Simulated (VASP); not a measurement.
# InP (I-4m2) in VASP: single point with HSE06

Aim: the single point of InP with HSE06.

All numbers are computed with VASP 6.6.1; they aren't measurements. Logs are shortened: lines on timing, memory, paths and dates and some standing lists are left out, and cuts for length are marked.

## 1. The cell of the first run

The structure is tetragonal, space group I-4m2 (No. 119). The conventional cell has a = 4.303 Å, b = 4.303 Å, c = 5.706 Å, α = 90.00°, β = 90.00°, γ = 90.00°. Within 3.4 Å of In (site symmetry -4m2) lie 4 P at 2.58 Å. P (site symmetry -4m2) has 4 In at 2.58 Å within 3.4 Å.

## 2. Single point, HSE06 (epitaxial xy strain +3.0%)

The input, POSCAR:

```
InP
1.0
    0.0000000000      3.0424012639      2.8530073427
    3.0424012639      0.0000000000      2.8530073427
    3.0424012639      3.0424012639      0.0000000000
In P
1 1
Direct
    0.0000000000      0.0000000000      0.0000000000
    0.2500000000      0.2500000000      0.2500000000
```

The input, INCAR.step1:

```
  PREC = Accurate
  ENCUT = 520
  EDIFF = 1E-5
  ISMEAR = 0
  SIGMA = 0.01
  LREAL = F
  LASPH = T
  NELM = 100
  ALGO = Normal
  ISIF = 2
  LWAVE = T
  GGA = PE
  NBANDS = 16
  KPAR = 4
```

The input, INCAR.step2:

```
  PREC = Accurate
  ENCUT = 520
  EDIFF = 1E-7
  ISMEAR = 0
  SIGMA = 0.01
  LREAL = F
  LASPH = T
  NELM = 100
  ALGO = Normal
  ISIF = 2
  LWAVE = F
  LCHARG = T
  GGA = PE
  LHFCALC = T
  HFSCREEN = 0.2079
  PRECFOCK = Normal
  LVHAR = T
  ISTART = 1
  NBANDS = 16
  KPAR = 4
```

The input, KPOINTS:

```
Automatic mesh
0
Gamma
  6 6 6
```

Potentials or basis: VASP PAW PBE potentials, release 64 (In_d, P).

The run is started by

```
$ cat potpaw_PBE.64/In_d/POTCAR potpaw_PBE.64/P/POTCAR > POTCAR
$ cp INCAR.step1 INCAR
$ mpirun -np 4 vasp_std > vasp.out
$ cp INCAR.step2 INCAR
$ mpirun -np 4 vasp_std > vasp.out
```

OUTCAR:

```text
PREC = Accurate
   ENCUT = 520
   EDIFF = 1E-7
   ISMEAR = 0
   LREAL = F
   LASPH = T
   NELM = 100
   ISIF = 2
   GGA = PE
   LHFCALC = T
   HFSCREEN = 0.2079
   PRECFOCK = Normal
   ISTART = 1

 ion  position               nearest neighbor table
   1  0.000  0.000  0.000-   2 2.58   2 2.58   2 2.58   2 2.58
   2  0.250  0.250  0.250-   1 2.58   1 2.58   1 2.58   1 2.58

  LATTYP: Found a body centered tetragonal cell.
 ALAT       =     4.3026051296
 C/A-ratio  =     1.3261767031

  Lattice vectors:

 A1 = (   0.0000000000,  -3.0424012639,  -2.8530073427)
 A2 = (   0.0000000000,   3.0424012639,  -2.8530073427)
 A3 = (   3.0424012639,   0.0000000000,   2.8530073427)

Analysis of symmetry for initial positions (statically):
=====================================================================
 Subroutine PRICEL returns:
 Original cell was already a primitive cell.

 Routine SETGRP: Setting up the symmetry group for a
 body centered tetragonal supercell.

 Subroutine GETGRP returns: Found  8 space group operations
 (whereof  8 operations were pure point group operations)
 out of a pool of 16 trial point group operations.

The static configuration has the point symmetry D_2d.

Analysis of symmetry for dynamics (positions and initial velocities):
=====================================================================
 Subroutine PRICEL returns:
 Original cell was already a primitive cell.

 Routine SETGRP: Setting up the symmetry group for a
 body centered tetragonal supercell.

 Subroutine GETGRP returns: Found  8 space group operations
 (whereof  8 operations were pure point group operations)
 out of a pool of 16 trial point group operations.

The dynamic configuration has the point symmetry D_2d.

 Subroutine INISYM returns: Found  8 space group operations
 (whereof  8 operations are pure point group operations),
 and found     1 'primitive' translations

----------------------------------------------------------------------------------------

                                     Primitive cell

  volume of cell :      52.8160

  direct lattice vectors                    reciprocal lattice vectors
     0.000000000  3.042401264  2.853007343    -0.164343871  0.164343871  0.175253667
     3.042401264  0.000000000  2.853007343     0.164343871 -0.164343871  0.175253667
     3.042401264  3.042401264  0.000000000     0.164343871  0.164343871 -0.175253667

  length of vectors
     4.170834011  4.170834011  4.302605130     0.291087038  0.291087038  0.291087038

  position of ions in fractional coordinates (direct lattice)
     0.000000000  0.000000000  0.000000000
     0.250000000  0.250000000  0.250000000

  ion indices of the primitive-cell ions
   primitive index   ion index
                 1           1
                 2           2

----------------------------------------------------------------------------------------

 KPOINTS: Automatic mesh

Automatic generation of k-mesh.
 Grid dimensions read from file:
 generate k-points for:    6    6    6

 Generating k-lattice:

  Cartesian coordinates                     Fractional coordinates (reciprocal lattice)
    -0.027390645  0.027390645  0.029208945     0.166666667  0.000000000  0.000000000
     0.027390645 -0.027390645  0.029208945     0.000000000  0.166666667  0.000000000
     0.027390645  0.027390645 -0.029208945     0.000000000  0.000000000  0.166666667

  Length of vectors
     0.048514506  0.048514506  0.048514506

  Shift w.r.t. Gamma in fractional coordinates (k-lattice)
     0.000000000  0.000000000  0.000000000

 Subroutine IBZKPT returns following result:
 ===========================================

 Found     30 irreducible k-points:

 Following reciprocal coordinates:
            Coordinates               Weight
  0.000000  0.000000  0.000000      1.000000
  0.166667  0.000000  0.000000      8.000000
  0.333333  0.000000  0.000000      8.000000
  0.500000  0.000000  0.000000      4.000000
  0.166667  0.166667  0.000000      2.000000
  0.333333  0.166667  0.000000      8.000000
[... 16 lines left out ...]
  0.333333  0.000000  0.333333      4.000000
  0.500000  0.000000  0.333333     16.000000
 [... further k-points ...]
   k-points           NKPTS =     30   k-points in BZ     NKDIM =    216   number of bands    NBANDS=     16
   number of dos      NEDOS =    301   number of ions     NIONS =      2
   total plane-waves  NPLWV =  32768
   dimension x,y,z NGX =    32 NGY =   32 NGZ =   32
   dimension x,y,z NGXF=    64 NGYF=   64 NGZF=   64
   ions per type =               1   1
   NGX,Y,Z   is equivalent  to a cutoff of  12.75, 12.75, 12.36 a.u.
   NGXF,Y,Z  is equivalent  to a cutoff of  25.51, 25.51, 24.73 a.u.
 SYSTEM =  unknown system
   PREC   = accura    normal or accurate (medium, high low for compatibility)
   ISTART =      1    job   : 0-new  1-cont  2-samecut
   ICHARG =      0    charge: 1-file 2-atom 10-const
   ISPIN  =      1    spin polarized calculation?
   LNONCOLLINEAR =      F non collinear calculations
   LSORBIT =      F    spin-orbit coupling
   LASPH  =      T    aspherical Exc in radial PAW
   ENCUT  =  520.0 eV  38.22 Ry    6.18 a.u.   7.75  7.75  8.00*2*pi/ulx,y,z
   NELM   =    100;   NELMIN=  2; NELMDL=  0     # of ELM steps
   EDIFF  = 0.1E-06   stopping-criterion for ELM
   LREAL  =      F    real-space projection
   EDIFFG = 0.1E-05   stopping-criterion for IOM
   NSW    =      0    number of steps for IOM
   IBRION =     -1    ionic relax: 0-MD 1-quasi-New 2-CG
   NFREE  =      0    steps in history (QN), initial steepest desc. (CG)
   ISIF   =      2    stress and relaxation
   ISYM   =      3    0-nonsym 1-usesym 2-fastsym
   POTIM  = 0.5000    time-step for ionic-motion
   TEBEG  =    0.0;   TEEND  =   0.0 temperature during run
   PSTRESS=    0.0 pullay stress
   NELECT =      18.0000    total number of electrons
   NUPDOWN=      -1.0000    fix difference up-down
   EMIN   =  10.00;   EMAX   =-10.00  energy-range for DOS
   EFERMI =   0.00;   METHOD = LEGACY
   ISMEAR =     0;   SIGMA  =   0.01  broadening in eV -4-tet -1-fermi 0-gaus
   EFERMI_NEDOS =   21; number of points for ismear=-14 and -15
   IALGO  =     38    algorithm
   IMIX   =      1    mixing-type and parameters
     AMIX     =   0.40;   BMIX     =  1.00
     AMIX_MAG =   1.60;   BMIX_MAG =  1.00
  volume/ion in A,a.u.               =      26.41       178.21
  Fermi-wavevector in a.u.,A,eV,Ry     =   1.143520  2.160939 17.791490  1.307638
  Thomas-Fermi vector in A             =   2.280215
   LORBIT       =      0    0 simple, 1 ext, 2 COOP (PROOUT), +10 PAW based schemes
   GGA     = PE    functional components
   LHFCALC =     T    Hartree Fock is set to
   PRECFOCK=normal    Normal, Fast or Accurate (Low or Medium for compatibility)
   ENCUT4O =  -1.0   cutoff for four orbital integrals eV
   NKREDX  =     1    reduce k-point grid by
   NKREDY  =     1    reduce k-point grid by
   NKREDZ  =     1    reduce k-point grid by
   AEXX    =    0.2500 exact exchange contribution
   HFSCREEN=    0.2079 screening length (either q_TF or 0.3 A-1)
   HFSCREENC=   0.2079 screening length for correlation (either q_TF or 0.3 A-1)
   ENCUTFOCK=  -1.0 apply spherical cutoff to Coloumb kernel
   IVDW    =     0    specifies the selected vdW correction
   LEPSILON=     F    determine dielectric tensor
   LRPA    =     F    only Hartree local field effects (RPA)
 non-spin polarized calculation
 Gauss-broadening in eV      SIGMA  =   0.01
  energy-cutoff  :      520.00
  volume of cell :       52.82
 maximum number of plane-waves:      1436
  NGX = 24; NGY = 24; NGZ = 24

 number of electron      18.0000003 magnetization

 Free energy of the ion-electron system (eV)
  ---------------------------------------------------
  ext. energy  EPLUGINS =         0.00000000
  ---------------------------------------------------
  free energy    TOTEN  =        -9.95713377 eV

  energy without entropy =       -9.95713377  energy(sigma->0) =       -9.95713377

 E-fermi :   4.5335     XC(G=0):  -7.5679

 val. band max:        4.4474051467   @ k =   0.0000   0.0000   0.0000
 cond. band min:       5.4430233722   @ k =   0.0000   0.0000   0.0000
 fundamental gap:      0.9956182255
 Fermi energy:         4.5334560575

 k-point     1 :       0.0000    0.0000    0.0000
  band No.  band energies     occupation
      1     -11.5628      2.00000
      2     -11.5628      2.00000
      3     -11.5366      2.00000
      4     -11.4258      2.00000
      5     -11.4103      2.00000
      6      -8.1315      2.00000
[... 8 lines left out ...]
     15      14.1625      0.00000
     16      15.0493      0.00000

 k-point     2 :       0.1667    0.0000    0.0000
  band No.  band energies     occupation
      1     -11.5804      2.00000
      2     -11.5518      2.00000
      3     -11.5332      2.00000
      4     -11.4267      2.00000
      5     -11.4084      2.00000
      6      -7.8164      2.00000
[... 8 lines left out ...]
     15      13.8553      0.00000
     16      14.7706      0.00000

 k-point     3 :       0.3333    0.0000    0.0000
  band No.  band energies     occupation
      1     -11.6251      2.00000
      2     -11.5343      2.00000
      3     -11.5185      2.00000
      4     -11.4247      2.00000
      5     -11.3998      2.00000
      6      -7.0081      2.00000
[... 8 lines left out ...]
     15      14.3537      0.00000
     16      14.5212      0.00000

 k-point     4 :       0.5000    0.0000    0.0000
  band No.  band energies     occupation
      1     -11.6474      2.00000
      2     -11.5280      2.00000
      3     -11.5127      2.00000
      4     -11.4213      2.00000
      5     -11.3927      2.00000
      6      -6.4225      2.00000
[... 8 lines left out ...]
     15      15.6834      0.00000
     16      16.2078      0.00000
[... 324 lines left out ...]
 k-point    22 :      -0.3333    0.5000    0.1667
  band No.  band energies     occupation
      1     -11.6864      2.00000
      2     -11.4937      2.00000
      3     -11.4746      2.00000
      4     -11.4551      2.00000
      5     -11.3854      2.00000
      6      -5.6395      2.00000
[... 8 lines left out ...]
     15      16.6136      0.00000
     16      17.2490      0.00000

 k-point    23 :       0.3333    0.0000    0.3333
  band No.  band energies     occupation
      1     -11.6746      2.00000
      2     -11.4901      2.00000
      3     -11.4822      2.00000
      4     -11.4425      2.00000
      5     -11.4000      2.00000
      6      -6.6709      2.00000
[... 8 lines left out ...]
     15      15.6557      0.00000
     16      18.6184      0.00000

 k-point    24 :       0.5000    0.0000    0.3333
  band No.  band energies     occupation
      1     -11.6871      2.00000
      2     -11.4847      2.00000
      3     -11.4751      2.00000
      4     -11.4415      2.00000
      5     -11.3991      2.00000
      6      -6.0370      2.00000
[... 8 lines left out ...]
     15      16.0588      0.00000
     16      17.3897      0.00000

 [... further k-points ...]

------------------------ aborting loop because EDIFF is reached ----------------------------------------

  FORCE on cell =-STRESS in cart. coord.  units (eV):
  Direction    XX          YY          ZZ          XY          YZ          ZX
  --------------------------------------------------------------------------------------
  -------------------------------------------------------------------------------------
  Total       -0.9584478     -0.9584478     -0.0575221      0.0000000      0.0000000     -0.0000000
  in kB      -29.0745608    -29.0745608     -1.7449345      0.0000000      0.0000000     -0.0000000
  external PRESSURE =     -19.9646854 kB  Pullay stress =       0.0000000 kB

 VOLUME and BASIS-vectors are now :
 -----------------------------------------------------------------------------
  energy-cutoff  :      520.00
  volume of cell :       52.82
      direct lattice vectors                 reciprocal lattice vectors
     0.000000000  3.042401264  2.853007343    -0.164343871  0.164343871  0.175253667
     3.042401264  0.000000000  2.853007343     0.164343871 -0.164343871  0.175253667
     3.042401264  3.042401264  0.000000000     0.164343871  0.164343871 -0.175253667

 POSITION                                       TOTAL-FORCE (eV/Angst)
 -----------------------------------------------------------------------------------
      0.00000      0.00000      0.00000         0.000000      0.000000      0.000000
      1.52120      1.52120      1.42650        -0.000000     -0.000000     -0.000000
 -----------------------------------------------------------------------------------
    total drift:                               -0.000001      0.000000     -0.000001

  FREE ENERGIE OF THE ION-ELECTRON SYSTEM (eV)
  ---------------------------------------------------
  free  energy   TOTEN  =        -9.9571337749 eV

  energy  without entropy=       -9.9571337749  energy(sigma->0) =       -9.95713377
```

Wall time 25 min (4 MPI ranks of Intel Xeon Platinum 8259CL at 2.50GHz (Skylake/Cascade Lake), shared host); peak memory 0.3 GiB.

Results:

```yaml
Free_energy: -9.9571 eV
Pressure: -2.0 GPa
Band_gap_on_the_k_mesh: 1.00 eV
```

Levels at points of the mesh, in eV from the valence-band top:
| k point | band 6 | band 7 | band 8 | band 9 | band 10 | band 11 | band 12 | band 13 |
| --- | --- | --- | --- | --- | --- | --- | --- | --- |
| (0.00, 0.00, 0.00) | -12.58 | -0.28 | -0.28 | 0.00 | 1.00 | 4.68 | 4.78 | 4.78 |
| (0.50, 0.00, 0.00) | -10.87 | -6.16 | -1.37 | -0.96 | 1.88 | 5.23 | 5.75 | 7.77 |
| (0.50, 0.50, 0.00) | -10.08 | -5.93 | -2.79 | -2.79 | 2.05 | 2.40 | 10.28 | 10.33 |
| (0.50, 0.00, 0.50) | -10.29 | -6.33 | -2.44 | -2.39 | 2.37 | 3.00 | 9.66 | 10.01 |

Caveat: the cell differs from its parent crystal (epitaxial xy strain +3.0%); the PAW data sets were made with another functional, which shifts forces and pressure a little; spin-orbit coupling is left out, which moves the levels of the heavy elements.
